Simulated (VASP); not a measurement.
Set up this calculation in VASP 6.6.1, as the native input.

```yaml
Task: single point
Functional: LDA
Potentials_or_basis: VASP PAW LDA potentials, release 64 (Mg)
Cutoff: 520 eV
k_mesh: 12 × 12 × 6
Occupations: gaussian, width 0.3 eV
Spin: no spin polarisation
Dipole_correction: no
Further_INCAR_settings: ALGO = Normal; EDIFF = 1e-07; NBANDS = 9
```

The structure of Mg lies in POSCAR:

```
Mg
1.0
    3.1325008903      0.0000000000      0.0000000000
   -1.5662504451      2.7128253484      0.0000000000
    0.0000000000      0.0000000000      5.0848940941
Mg
2
Direct
    0.3333333333      0.6666666667      0.2500000000
    0.6666666667      0.3333333333      0.7500000000
```

One way to write it, as run:

INCAR

```
PREC = Accurate ; ENCUT = 520
EDIFF = 1E-7 ; ISMEAR = 0
SIGMA = 0.3 ; LREAL = F
LASPH = T ; NELM = 100
ALGO = Normal ; ISIF = 2
LWAVE = F ; LCHARG = T
GGA = CA ; LELF = T
LVHAR = T ; NBANDS = 9
```

KPOINTS

```
regular mesh
0
Gamma
  12 12 6
```

Potentials or basis: VASP PAW LDA potentials, release 64 (Mg).

Run with:

```sh
$ cat potpaw_LDA.64/Mg/POTCAR > POTCAR
$ mpirun -np 1 vasp_std > vasp.out
```

Results of the run:

```json
{
  "Pressure": "-0.3 GPa",
  "Band gap on the k mesh": "zero (band 2 reaches 3.81 eV, above the bottom of band 3 at 1.52 eV)"
}
```

It took 24 s on 1 thread of Intel Xeon 8259CL, with other jobs on the host, peak memory 0.15 GiB.
